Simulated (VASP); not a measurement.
# CoO (R3m) in VASP: single point with LDA

Aim: the single point of CoO with LDA.

All numbers are computed with VASP 6.6.1; they aren't measurements. Logs are shortened: lines on timing, memory, paths and dates and some standing lists are left out, and cuts for length are marked.

### 1 The cell of the first run

The structure is trigonal, space group R3m (No. 160). The conventional cell has a = 3.204 Å, b = 3.204 Å, c = 7.699 Å, α = 90.00°, β = 90.00°, γ = 120.00°. Within 2.5 Å of Co (site symmetry 3m) lie 4 O at 1.91 to 1.96 Å. Within 2.5 Å of O (site symmetry 3m) lie 4 Co at 1.91 to 1.96 Å.

### 2 Single point, LDA, collinear spin, ferromagnetic start

Input file INCAR:

```
SYSTEM = CoO
ALGO = Normal
EDIFF = 1E-6
ENCUT = 520
ISIF = 2
ISMEAR = 0
ISPIN = 2
LASPH = .True.
LCHARG = .False.
LMAXMIX = 4
LORBIT = 11
LREAL = .False.
LWAVE = .False.
MAGMOM = 3.2 3.2 0 0
NBANDS = 27
NELM = 150
PREC = Accurate
SIGMA = 0.05
```

Input file KPOINTS:

```
k-points
0
Gamma
  10 10 10
  0 0 0
```

Input file POSCAR:

```
CoO
1.0
    1.6022198400      0.9250420600      5.1329417800
   -1.6022198400      0.9250420600      5.1329417800
    0.0000000000     -1.8500841100      5.1329417800
Co O
2 2
Direct
    0.9994877300      0.9994877300      0.9994877300
    0.4994905900      0.4994905900      0.4994905900
    0.3754955300      0.3754955300      0.3754955300
    0.8755255000      0.8755255000      0.8755255000
```

Potentials or basis: VASP PAW LDA potentials, release 64 (Co, O).

On the command line:

```
$ cat potpaw_LDA.64/Co/POTCAR potpaw_LDA.64/O/POTCAR > POTCAR
$ mpirun -np 1 vasp_std > vasp.out
```

OUTCAR:

```text
SYSTEM = CoO
   EDIFF = 1E-6
   ENCUT = 520
   ISIF = 2
   ISMEAR = 0
   ISPIN = 2
   LASPH = .True.
   LORBIT = 11
   LREAL = .False.
   NELM = 150
   PREC = Accurate

 ion  position               nearest neighbor table
   1  0.999  0.999  0.999-   4 1.91   3 1.96   3 1.96   3 1.96
   2  0.499  0.499  0.499-   3 1.91   4 1.96   4 1.96   4 1.96
   3  0.375  0.375  0.375-   2 1.91   1 1.96   1 1.96   1 1.96
   4  0.876  0.876  0.876-   1 1.91   2 1.96   2 1.96   2 1.96

  LATTYP: Found a trigonal (rhomboedric) cell.
 ALAT       =     5.4561802156
 COS(alpha) =     0.8275366595

  Lattice vectors:

 A1 = (   1.6022198400,   0.9250420600,   5.1329417800)
 A2 = (  -1.6022198400,   0.9250420600,   5.1329417800)
 A3 = (   0.0000000000,  -1.8500841100,   5.1329417800)

Analysis of symmetry for initial positions (statically):
=====================================================================
 Subroutine PRICEL returns:
 Original cell was already a primitive cell.

 Routine SETGRP: Setting up the symmetry group for a
 trigonal (rhombohedral) supercell.

 Subroutine GETGRP returns: Found  6 space group operations
 (whereof  6 operations were pure point group operations)
 out of a pool of 12 trial point group operations.

The static configuration has the point symmetry C_3v.

Analysis of symmetry for dynamics (positions and initial velocities):
=====================================================================
 Subroutine PRICEL returns:
 Original cell was already a primitive cell.

 Routine SETGRP: Setting up the symmetry group for a
 trigonal (rhombohedral) supercell.

 Subroutine GETGRP returns: Found  6 space group operations
 (whereof  6 operations were pure point group operations)
 out of a pool of 12 trial point group operations.

The dynamic configuration has the point symmetry C_3v.

Analysis of structural, dynamic, and magnetic symmetry:
=====================================================================
 Subroutine PRICEL returns:
 Original cell was already a primitive cell.

 Routine SETGRP: Setting up the symmetry group for a
 trigonal (rhombohedral) supercell.

 Subroutine GETGRP returns: Found  6 space group operations
 (whereof  6 operations were pure point group operations)
 out of a pool of 12 trial point group operations.

The overall configuration has the point symmetry C_3v.

 Subroutine INISYM returns: Found  6 space group operations
 (whereof  6 operations are pure point group operations),
 and found     1 'primitive' translations

----------------------------------------------------------------------------------------

                                     Primitive cell

  volume of cell :      45.6458

  direct lattice vectors                    reciprocal lattice vectors
     1.602219840  0.925042060  5.132941780     0.312067038  0.180171988  0.064940018
    -1.602219840  0.925042060  5.132941780    -0.312067038  0.180171988  0.064940018
     0.000000000 -1.850084110  5.132941780     0.000000000 -0.360343977  0.064940019

  length of vectors
     5.456180216  5.456180216  5.456180214     0.366148860  0.366148860  0.366148860

  position of ions in fractional coordinates (direct lattice)
     0.999487730  0.999487730  0.999487730
     0.499490590  0.499490590  0.499490590
     0.375495530  0.375495530  0.375495530
     0.875525500  0.875525500  0.875525500

  ion indices of the primitive-cell ions
   primitive index   ion index
                 1           1
                 2           2
                 3           3
                 4           4

----------------------------------------------------------------------------------------

 KPOINTS: k-points

Automatic generation of k-mesh.
 Grid dimensions read from file:
 generate k-points for:   10   10   10

 Generating k-lattice:

  Cartesian coordinates                     Fractional coordinates (reciprocal lattice)
     0.031206704  0.018017199  0.006494002     0.100000000 -0.000000000  0.000000000
    -0.031206704  0.018017199  0.006494002    -0.000000000  0.100000000  0.000000000
     0.000000000 -0.036034398  0.006494002     0.000000000  0.000000000  0.100000000

  Length of vectors
     0.036614886  0.036614886  0.036614886

  Shift w.r.t. Gamma in fractional coordinates (k-lattice)
     0.000000000  0.000000000  0.000000000

 Subroutine IBZKPT returns following result:
 ===========================================

 Found    116 irreducible k-points:

 Following reciprocal coordinates:
            Coordinates               Weight
  0.000000  0.000000  0.000000      1.000000
  0.100000 -0.000000  0.000000      6.000000
  0.200000 -0.000000  0.000000      6.000000
  0.300000 -0.000000  0.000000      6.000000
  0.400000  0.000000 -0.000000      6.000000
  0.500000  0.000000 -0.000000      3.000000
[... 16 lines left out ...]
  0.300000  0.300000  0.000000      6.000000
  0.400000  0.300000 -0.000000     12.000000
 [... further k-points ...]
   k-points           NKPTS =    116   k-points in BZ     NKDIM =    116   number of bands    NBANDS=     27
   number of dos      NEDOS =    301   number of ions     NIONS =      4
   total plane-waves  NPLWV =  74088
   dimension x,y,z NGX =    42 NGY =   42 NGZ =   42
   dimension x,y,z NGXF=    84 NGYF=   84 NGZF=   84
   ions per type =               2   2
   NGX,Y,Z   is equivalent  to a cutoff of  12.80, 12.80, 12.80 a.u.
   NGXF,Y,Z  is equivalent  to a cutoff of  25.59, 25.59, 25.59 a.u.
 SYSTEM =  CoO
   PREC   = accura    normal or accurate (medium, high low for compatibility)
   ISTART =      0    job   : 0-new  1-cont  2-samecut
   ICHARG =      2    charge: 1-file 2-atom 10-const
   ISPIN  =      2    spin polarized calculation?
   LNONCOLLINEAR =      F non collinear calculations
   LSORBIT =      F    spin-orbit coupling
   LASPH  =      T    aspherical Exc in radial PAW
   ENCUT  =  520.0 eV  38.22 Ry    6.18 a.u.  10.14 10.14 10.14*2*pi/ulx,y,z
   NELM   =    150;   NELMIN=  2; NELMDL= -5     # of ELM steps
   EDIFF  = 0.1E-05   stopping-criterion for ELM
   LREAL  =      F    real-space projection
   EDIFFG = 0.1E-04   stopping-criterion for IOM
   NSW    =      0    number of steps for IOM
   IBRION =     -1    ionic relax: 0-MD 1-quasi-New 2-CG
   NFREE  =      0    steps in history (QN), initial steepest desc. (CG)
   ISIF   =      2    stress and relaxation
   ISYM   =      2    0-nonsym 1-usesym 2-fastsym
   POTIM  = 0.5000    time-step for ionic-motion
   TEBEG  =    0.0;   TEEND  =   0.0 temperature during run
   PSTRESS=    0.0 pullay stress
   NELECT =      30.0000    total number of electrons
   NUPDOWN=      -1.0000    fix difference up-down
   EMIN   =  10.00;   EMAX   =-10.00  energy-range for DOS
   EFERMI =   0.00;   METHOD = LEGACY
   ISMEAR =     0;   SIGMA  =   0.05  broadening in eV -4-tet -1-fermi 0-gaus
   EFERMI_NEDOS =   21; number of points for ismear=-14 and -15
   IALGO  =     38    algorithm
   IMIX   =      4    mixing-type and parameters
     AMIX     =   0.40;   BMIX     =  1.00
     AMIX_MAG =   1.60;   BMIX_MAG =  1.00
  volume/ion in A,a.u.               =      11.41        77.01
  Fermi-wavevector in a.u.,A,eV,Ry     =   1.423360  2.689761 27.564786  2.025955
  Thomas-Fermi vector in A             =   2.543966
   LORBIT       =     11    0 simple, 1 ext, 2 COOP (PROOUT), +10 PAW based schemes
   GGA     = CA    functional components
   LHFCALC =     F    Hartree Fock is set to
   AEXX    =    0.0000 exact exchange contribution
   IVDW    =     0    specifies the selected vdW correction
   LEPSILON=     F    determine dielectric tensor
   LRPA    =     F    only Hartree local field effects (RPA)
 spin polarized calculation
 Gauss-broadening in eV      SIGMA  =   0.05
  energy-cutoff  :      520.00
  volume of cell :       45.65
 maximum number of plane-waves:      1245
 NGX is ok and might be reduce to    42
   NGX = 21   NGY = 21   NGZ = 21

 number of electron      30.0000005 magnetization       4.8225057

 Free energy of the ion-electron system (eV)
  ---------------------------------------------------
  ext. energy  EPLUGINS =         0.00000000
  ---------------------------------------------------
  free energy    TOTEN  =       -29.91453464 eV

  energy without entropy =      -29.90467926  energy(sigma->0) =      -29.90960695

 E-fermi :   5.6053     XC(G=0): -11.7422

 val. band max:        5.6021553637   @ k =  -0.1000   0.4000   0.1000
 cond. band min:       5.6117214097   @ k =  -0.3000  -0.3000   0.2000
 fundamental gap:      0.0095660460
 Fermi energy:         5.6052973532

 spin component 1

 k-point     1 :       0.0000    0.0000    0.0000
  band No.  band energies     occupation
      1     -14.1540      1.00000
      2     -13.4678      1.00000
      3      -1.3585      1.00000
      4      -0.4918      1.00000
      5      -0.4287      1.00000
      6      -0.4287      1.00000
[... 19 lines left out ...]
     26      20.1140      0.00000
     27      22.8048      0.00000
[... 667 lines left out ...]
      5      -0.2133      1.00000
      6      -0.1645      1.00000
[... 19 lines left out ...]
     26      19.8517      0.00000
     27      21.4073      0.00000

 [... further k-points ...]

 spin component 2

 k-point     1 :       0.0000    0.0000    0.0000
  band No.  band energies     occupation
      1     -13.7126      1.00000
      2     -12.9988      1.00000
      3      -0.9489      1.00000
      4       0.4140      1.00000
      5       0.4880      1.00000
      6       0.4880      1.00000
[... 19 lines left out ...]
     26      20.5176      0.00000
     27      23.1716      0.00000
[... 667 lines left out ...]
      5       0.6103      1.00000
      6       0.6705      1.00000
[... 19 lines left out ...]
     26      20.3525      0.00000
     27      21.8840      0.00000

 [... further k-points ...]
[... 5 lines left out ...]
  --------------------------------------------------------------------------------------
  -------------------------------------------------------------------------------------
  Total       -5.4637172     -5.4637172     -4.2587518      0.0000000     -0.0000000      0.0000000
  in kB     -191.7774870   -191.7774873   -149.4829781      0.0000000     -0.0000001      0.0000000
  external PRESSURE =    -177.6793175 kB  Pullay stress =       0.0000000 kB

 VOLUME and BASIS-vectors are now :
 -----------------------------------------------------------------------------
  energy-cutoff  :      520.00
  volume of cell :       45.65
      direct lattice vectors                 reciprocal lattice vectors
     1.602219840  0.925042060  5.132941780     0.312067038  0.180171988  0.064940018
    -1.602219840  0.925042060  5.132941780    -0.312067038  0.180171988  0.064940018
     0.000000000 -1.850084110  5.132941780     0.000000000 -0.360343977  0.064940019

 POSITION                                       TOTAL-FORCE (eV/Angst)
 -----------------------------------------------------------------------------------
      0.00000      0.00000     15.39094         0.000000      0.000000      0.197125
      0.00000      0.00000      7.69157         0.000000      0.000000      0.194246
      0.00000      0.00000      5.78219         0.000000     -0.000000     -0.192562
      0.00000      0.00000     13.48206         0.000000     -0.000000     -0.198809
 -----------------------------------------------------------------------------------
    total drift:                                0.000000     -0.000000     -0.000549

  FREE ENERGIE OF THE ION-ELECTRON SYSTEM (eV)
  ---------------------------------------------------
  free  energy   TOTEN  =       -29.9145346385 eV

  energy  without entropy=      -29.9046792588  energy(sigma->0) =      -29.90960695

 total charge

# of ion       s       p       d       tot
------------------------------------------
    1        0.346   0.451   7.241   8.037
    2        0.346   0.450   7.241   8.037
    3        1.542   3.394   0.000   4.936
    4        1.542   3.394   0.000   4.936
--------------------------------------------------
tot          3.776   7.689  14.482  25.947

 magnetization (x)

# of ion       s       p       d       tot
------------------------------------------
    1        0.013   0.045   2.027   2.086
    2        0.013   0.045   2.027   2.086
    3        0.018   0.236   0.000   0.254
    4        0.018   0.236   0.000   0.254
--------------------------------------------------
tot          0.063   0.563   4.054   4.679
```

Wall time 15 min (1 thread of AMD EPYC 7R43 (Zen 3), shared host); peak memory 0.31 GiB.

What came out:

| Quantity | Value |
| --- | --- |
| Free energy | -29.9145 eV |
| Pressure | -17.8 GPa |
| Largest force | 0.199 eV/Å |
| Net moment | 4.82 μB per cell |
| Site moments | Co +2.09; O +0.25 μB |
| Valence electrons inside the program's atomic spheres | Co 8.04; O 4.94 |

Forces on the atoms (eV/Å):
```
Co   0.000  0.000  0.197
Co   0.000  0.000  0.194
O    0.000  0.000 -0.193
O    0.000  0.000 -0.199
```

Levels at points of the mesh, in eV from the Fermi level:
Spin up:
```csv
k point,band 14,band 15,band 16,band 17,band 18,band 19,band 20,band 21,band 22,band 23
"(0.00, 0.00, 0.00)",-0.40,-0.40,0.25,0.52,0.52,0.66,5.69,7.28,13.43,13.43
"(0.50, 0.00, 0.00)",-1.92,-0.77,-0.77,-0.69,-0.69,5.84,5.84,8.91,8.91,11.06
"(0.50, 0.50, 0.00)",-1.48,-1.40,-1.34,-0.28,-0.23,5.34,5.73,6.96,9.89,11.04
"(0.50, 0.50, 0.50)",-0.85,0.16,0.16,0.16,0.16,2.75,2.75,10.49,10.49,14.04
```
Spin down:
| k point | band 10 | band 11 | band 12 | band 13 | band 14 | band 15 | band 16 | band 17 |
| --- | --- | --- | --- | --- | --- | --- | --- | --- |
| (0.00, 0.00, 0.00) | -0.43 | -0.25 | -0.24 | -0.24 | 0.63 | 1.29 | 1.29 | 2.24 |
| (0.50, 0.00, 0.00) | -0.87 | -0.20 | -0.20 | -0.08 | -0.08 | 1.03 | 1.03 | 1.09 |
| (0.50, 0.50, 0.00) | -0.26 | -0.24 | -0.11 | -0.05 | 0.07 | 0.51 | 0.60 | 1.41 |
| (0.50, 0.50, 0.50) | -0.49 | -0.49 | -0.49 | 0.91 | 0.91 | 1.89 | 1.89 | 1.89 |

Caveat: semilocal functionals often make such compounds metallic where correlation or magnetic order opens a gap, which also shifts bond lengths. With open d or f shells a metallic result of LDA can be an artefact of self-interaction; +U or a hybrid may open a gap.
